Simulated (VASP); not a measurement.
# Si (a cell with a defect) in VASP: notebook, part 2 of 2

VASP 6.6.1.

### Step 3. Single point, LDA, collinear spin

File INCAR:

```
PREC = Accurate
ENCUT = 520
EDIFF = 1E-6
ISMEAR = 0
SIGMA = 0.02
LREAL = Auto
LASPH = True
NELM = 150
ALGO = Normal
ISIF = 2
LWAVE = False
LCHARG = False
ISPIN = 2
MAGMOM = 0 0 0 0 0 0 0 0 0 0 0 0 0 0 0 0 0 0 0 0 0 0 0 0 0 0 0 0.1 0 0 0 0 0 0 0 0 0 0 0 0 0 0 0 0 0 0 0 0 0 0 0 0 0 0 0 0 0 0 0 0 0 0 0
LORBIT = 11
GGA = CA
NELECT = 251.0
NBANDS = 167
```

File KPOINTS:

```
regular mesh
0
Gamma
  1 1 1
```

File POSCAR:

```
Si
1.0
   10.8600000000      0.0000000000      0.0000000000
    0.0000000000     10.8600000000      0.0000000000
    0.0000000000      0.0000000000     10.8600000000
Si
63
Direct
    0.5001825046     -0.0019411602     -0.0001825046
    0.6240593002      0.1259406998      0.1217532228
    0.7519411602      0.2498174954     -0.0001825046
    0.8749290976      0.3752728361      0.1252728361
    0.7487506446      0.0012493554      0.2519630755
    0.8759307551      0.1256134438      0.3750450276
    0.0007737569     -0.0003529466     -0.0008918969
    0.1262627072      0.1268455801      0.1263744015
    0.2497695212      0.2475551565     -0.0024448435
    0.2486370166      0.5013629834      0.2513629834
    0.5024448435      0.5002304788     -0.0024448435
    0.6231544199      0.6237372928      0.1263744015
    0.7503529466      0.7492262431     -0.0008918969
    0.8739333333      0.8760666667      0.1265186004
    0.2496406077     -0.0002982505      0.2503593923
    0.3736255985      0.1268455801      0.3737372928
    0.5024448435      0.2475551565      0.2502304788
    0.6231544199      0.3763744015      0.3737372928
    0.7502982505      0.5003593923      0.2503593923
    0.8757921731      0.6253929098      0.3753929098
    0.5008918969     -0.0003529466      0.4992262431
    0.6249607735      0.1250392265      0.6235816759
    0.7503529466      0.2491081031      0.4992262431
    0.8739333333      0.3765186004      0.6260666667
    0.7497265193      0.0002734807      0.7502734807
    0.8764183241      0.1250392265      0.8750392265
    0.0000014733      0.4994104052      0.0008131676
    0.1249623389      0.6250376611      0.1240268877
    0.2505895948      0.7499985267      0.0008131676
    0.3747271639      0.8750709024      0.1252728361
    0.0000014733      0.2508131676      0.2494104052
    0.1249623389      0.3740268877      0.3750376611
    0.3759731123      0.6250376611      0.3750376611
    0.4991868324      0.7499985267      0.2494104052
    0.6243865562      0.8740692449      0.3750450276
   -0.0000192449     -0.0007523020      0.5000192449
    0.1249549724      0.1256134438      0.6240692449
    0.2505895948      0.2508131676      0.4999985267
    0.3747271639      0.3752728361      0.6250709024
    0.4991868324      0.4994104052      0.4999985267
    0.6243865562      0.6250450276      0.6240692449
    0.7507523020      0.7500192449      0.5000192449
    0.8744864641      0.8755135359      0.6255135359
    0.2480369245      0.0012493554      0.7512493554
    0.3782467772      0.1259406998      0.8759406998
    0.5001825046      0.2498174954      0.7480588398
    0.6240593002      0.3717532228      0.8759406998
    0.7487506446      0.5019630755      0.7512493554
    0.8759307551      0.6250450276      0.8756134438
    0.0000123389      0.7499876611      0.2502357274
    0.1246070902      0.8742078269      0.3753929098
    0.0000123389      0.5002357274      0.4999876611
    0.1246070902      0.6253929098      0.6242078269
    0.2497642726      0.7499876611      0.4999876611
    0.3734813996      0.8760666667      0.6260666667
    0.0007737569      0.2491081031      0.7496470534
    0.1262627072      0.3763744015      0.8768455801
    0.2496406077      0.5003593923      0.7497017495
    0.3736255985      0.6237372928      0.8768455801
    0.5008918969      0.7492262431      0.7496470534
    0.6249607735      0.8735816759      0.8750392265
   -0.0000192449      0.7500192449      0.7492476980
    0.1249549724      0.8740692449      0.8756134438
```

Potentials or basis: VASP PAW LDA potentials, release 64 (Si).

The run is started by

```
> cat potpaw_LDA.64/Si/POTCAR > POTCAR
> mpirun -np 1 vasp_gam > vasp.out
```

It took 13 min on 1 thread of Intel Xeon 8259CL, shared host; peak memory 0.88 GiB.

The run converged. Its results:

| Quantity | Value |
| --- | --- |
| Free energy | -371.4687 eV |
| Largest force | 0.026 eV/Å |
| Net moment | 1.00 μB per cell |
| Site moments | Si +0.00, +0.01, -0.00, +0.10 (each value once) μB |
| Valence electrons inside the program's atomic spheres | Si 1.71, 1.70, 1.65, 1.66 (each value once) |

Forces on the atoms (eV/Å):
```
Si  -0.002  0.008  0.002
Si   0.007 -0.007  0.002
Si  -0.008  0.002  0.002
Si  -0.003  0.000  0.000
Si  -0.006  0.006  0.005
Si   0.002  0.000 -0.005
Si  -0.003  0.003  0.008
Si  -0.001 -0.009 -0.002
Si  -0.001  0.011  0.011
Si  -0.014  0.014  0.014
Si  -0.011  0.001  0.011
Si   0.009  0.001 -0.002
Si  -0.003  0.003  0.008
Si   0.005 -0.005 -0.018
Si  -0.001  0.001  0.001
Si   0.002 -0.009  0.001
Si  -0.011  0.011  0.001
Si   0.009 -0.002  0.001
Si  -0.001  0.001  0.001
Si   0.000 -0.007 -0.007
Si  -0.008  0.003  0.003
Si   0.002 -0.002  0.000
Si  -0.003  0.008  0.003
Si   0.005 -0.018 -0.005
Si  -0.006  0.006  0.006
Si   0.000 -0.002 -0.002
Si  -0.002  0.001 -0.001
Si   0.016 -0.016 -0.013
Si  -0.001  0.002 -0.001
Si   0.000  0.003  0.000
Si  -0.002 -0.001  0.001
Si   0.016 -0.013 -0.016
Si   0.013 -0.016 -0.016
Si   0.001  0.002  0.001
Si   0.000 -0.002 -0.005
Si  -0.004  0.002  0.004
Si   0.005  0.000 -0.002
Si  -0.001 -0.001  0.002
Si   0.000  0.000  0.003
Si   0.001  0.001  0.002
Si   0.000 -0.005 -0.002
Si  -0.002  0.004  0.004
Si   0.004 -0.004 -0.004
Si  -0.005  0.006  0.006
Si  -0.002 -0.007 -0.007
Si  -0.002  0.002  0.008
Si   0.007  0.002 -0.007
Si  -0.006  0.005  0.006
Si   0.002 -0.005  0.000
Si   0.001 -0.001  0.024
Si   0.007  0.000 -0.007
Si   0.001  0.024 -0.001
Si   0.007 -0.007  0.000
Si  -0.024 -0.001 -0.001
Si   0.018 -0.005 -0.005
Si  -0.003  0.008  0.003
Si  -0.001 -0.002 -0.009
Si  -0.001  0.001  0.001
Si   0.002  0.001 -0.009
Si  -0.008  0.003  0.003
Si   0.002  0.000 -0.002
Si  -0.004  0.004  0.002
Si   0.005 -0.002  0.000
```

Levels at points of the mesh, in eV from the Fermi level:
Spin up:
| k point | band 123 | band 124 | band 125 | band 126 | band 127 | band 128 | band 129 | band 130 |
| --- | --- | --- | --- | --- | --- | --- | --- | --- |
| (0.00, 0.00, 0.00) | -0.85 | -0.84 | -0.84 | -0.02 | 0.03 | 0.03 | 0.12 | 0.12 |
Spin down:
| k point | band 121 | band 122 | band 123 | band 124 | band 125 | band 126 | band 127 | band 128 | band 129 | band 130 |
| --- | --- | --- | --- | --- | --- | --- | --- | --- | --- | --- |
| (0.00, 0.00, 0.00) | -1.71 | -1.71 | -0.83 | -0.83 | -0.81 | 0.05 | 0.05 | 0.07 | 0.13 | 0.13 |

Caveat: the k points lie up to 0.58 Å⁻¹ apart; the cell carries a net charge on a neutralising background, which shifts energy and pressure; the cell is charged against a uniform background, so pressure and absolute levels hang on convention.

### Step 4. Single point, LDA, collinear spin

File INCAR:

```
PREC = Accurate
ENCUT = 520
EDIFF = 1E-7
ISMEAR = 0
SIGMA = 0.02
LREAL = Auto
LASPH = T
NELM = 150
ALGO = Normal
ISIF = 2
LWAVE = F
LCHARG = F
ISPIN = 2
MAGMOM = 0 0 0 0 0 0 0 0 0 0 0 0 0 0 0 0 0 0 0 0 0 0 0 0 0 0 0 0.1 0 0 0 0 0 0 0 0 0 0 0 0 0 0 0 0 0 0 0 0 0 0 0 0 0 0 0 0 0 0 0 0 0 0 0
LORBIT = 11
NBANDS = 167
NELECT = 251.0
```

File KPOINTS:

```
Automatic mesh
0
Gamma
  1 1 1
```

POSCAR is that of step 3.

The run is started by

```
> cat potpaw_LDA.64/Si/POTCAR > POTCAR
> mpirun -np 1 vasp_gam > vasp.out
```

Run time: 14 min. Hardware: 1 thread of AMD EPYC 7R43 (Zen 3), shared host; peak memory 0.87 GiB.

It converged, with:

```yaml
Free_energy: -371.4687 eV
Largest_force: 0.027 eV/Å
Net_moment: 1.00 μB per cell
Site_moments: Si +0.00, +0.01, -0.00, +0.10 (each value once) μB
Valence_electrons_inside_the_program's_atomic_spheres: Si 1.71, 1.70, 1.65, 1.66 (each value once)
```

Forces in eV/Å, atoms in the order of the input:
```
Si  -0.002  0.008  0.002
Si   0.007 -0.007  0.002
Si  -0.008  0.002  0.002
Si  -0.003  0.000  0.000
Si  -0.006  0.006  0.005
Si   0.002  0.000 -0.005
Si  -0.003  0.003  0.008
Si  -0.001 -0.009 -0.002
Si  -0.001  0.011  0.011
Si  -0.014  0.014  0.014
Si  -0.011  0.001  0.011
Si   0.009  0.001 -0.002
Si  -0.003  0.003  0.008
Si   0.005 -0.005 -0.018
Si  -0.001  0.001  0.001
Si   0.002 -0.009  0.001
Si  -0.011  0.011  0.001
Si   0.009 -0.002  0.001
Si  -0.001  0.001  0.001
Si   0.000 -0.007 -0.007
Si  -0.008  0.003  0.003
Si   0.002 -0.002  0.000
Si  -0.003  0.008  0.003
Si   0.005 -0.018 -0.005
Si  -0.006  0.006  0.006
Si   0.000 -0.002 -0.002
Si  -0.002  0.001 -0.001
Si   0.016 -0.016 -0.013
Si  -0.001  0.002 -0.001
Si   0.000  0.003  0.000
Si  -0.002 -0.001  0.001
Si   0.016 -0.013 -0.016
Si   0.013 -0.016 -0.016
Si   0.001  0.002  0.001
Si   0.000 -0.002 -0.005
Si  -0.004  0.002  0.004
Si   0.005  0.000 -0.002
Si  -0.001 -0.001  0.002
Si   0.000  0.000  0.003
Si   0.001  0.001  0.002
Si   0.000 -0.005 -0.002
Si  -0.002  0.004  0.004
Si   0.004 -0.004 -0.004
Si  -0.005  0.006  0.006
Si  -0.002 -0.007 -0.007
Si  -0.002  0.002  0.008
Si   0.007  0.002 -0.007
Si  -0.006  0.005  0.006
Si   0.002 -0.005  0.000
Si   0.001 -0.001  0.024
Si   0.007  0.000 -0.007
Si   0.001  0.024 -0.001
Si   0.007 -0.007  0.000
Si  -0.024 -0.001 -0.001
Si   0.018 -0.005 -0.005
Si  -0.003  0.008  0.003
Si  -0.001 -0.002 -0.009
Si  -0.001  0.001  0.001
Si   0.002  0.001 -0.009
Si  -0.008  0.003  0.003
Si   0.002  0.000 -0.002
Si  -0.004  0.004  0.002
Si   0.005 -0.002  0.000
```

Levels at points of the mesh, in eV from the Fermi level:
Spin up:
```
           k point  band 122  band 123  band 124  band 125  band 126  band 127  band 128  band 129  band 130  band 131
(0.00, 0.00, 0.00)     -1.72     -0.85     -0.84     -0.84     -0.02      0.03      0.03      0.12      0.12      0.14
```
Spin down:
```tsv
k point	band 121	band 122	band 123	band 124	band 125	band 126	band 127	band 128	band 129	band 130
(0.00, 0.00, 0.00)	-1.71	-1.71	-0.83	-0.83	-0.81	0.05	0.05	0.07	0.13	0.13
```

Caveat: the k points lie up to 0.58 Å⁻¹ apart; the cell carries a net charge on a neutralising background, which shifts energy and pressure; the cell is charged against a uniform background, so pressure and absolute levels hang on convention.
